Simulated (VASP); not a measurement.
Set up this calculation in VASP 6.6.1, as the native input.

```yaml
Task: single point
Functional: PBE
Potentials_or_basis: VASP PAW PBE potentials, release 64 (Pr, H, Rh_pv)
Cutoff: 520 eV
k_mesh: 5 × 5 × 3
Occupations: gaussian, width 0.2 eV
Spin: no spin polarisation
Dipole_correction: no
Further_INCAR_settings: ALGO = Normal; EDIFF = 1e-06; NBANDS = 38
```

The structure of PrHRh3 lies in POSCAR:

```
PrHRh3
1.0
    2.4914455056     -2.4925466221      0.0000000000
    2.4914455056      2.4925466221      0.0000000000
    0.0000000000      0.0000000000      6.1387526395
Pr H Rh
1 1 3
Direct
    0.5000000000      0.5000000000      0.5000000000
    0.0000000000      0.0000000000      0.5000000000
    0.5000000000      0.5000000000      0.0000000000
    0.0000000000      0.0000000000      0.7979224083
    0.0000000000      0.0000000000      0.2020775917
```

These files were run (other wordings do the same):

INCAR

```
ALGO = Normal
EDIFF = 1E-6
ENCUT = 520
GGA = PE
ISIF = 2
ISMEAR = 0
LASPH = T
LCHARG = T
LELF = T
LREAL = F
LVHAR = T
LWAVE = F
NBANDS = 38
NELM = 100
PREC = Accurate
SIGMA = 0.2
```

KPOINTS

```
k-points
0
Gamma
  5 5 3
```

Potentials or basis: VASP PAW PBE potentials, release 64 (Pr, H, Rh_pv).

Run with:

```sh
$ cat potpaw_PBE.64/Pr/POTCAR potpaw_PBE.64/H/POTCAR potpaw_PBE.64/Rh_pv/POTCAR > POTCAR
$ mpirun -np 1 vasp_std > vasp.out
```

Results of the run:

- Pressure: -5.5 GPa
- Largest force: 0.623 eV/Å

It took 43 s on 1 thread of Intel(R) Xeon(R) 6975P-C (Granite Rapids) (shared host), peak memory 0.21 GiB.
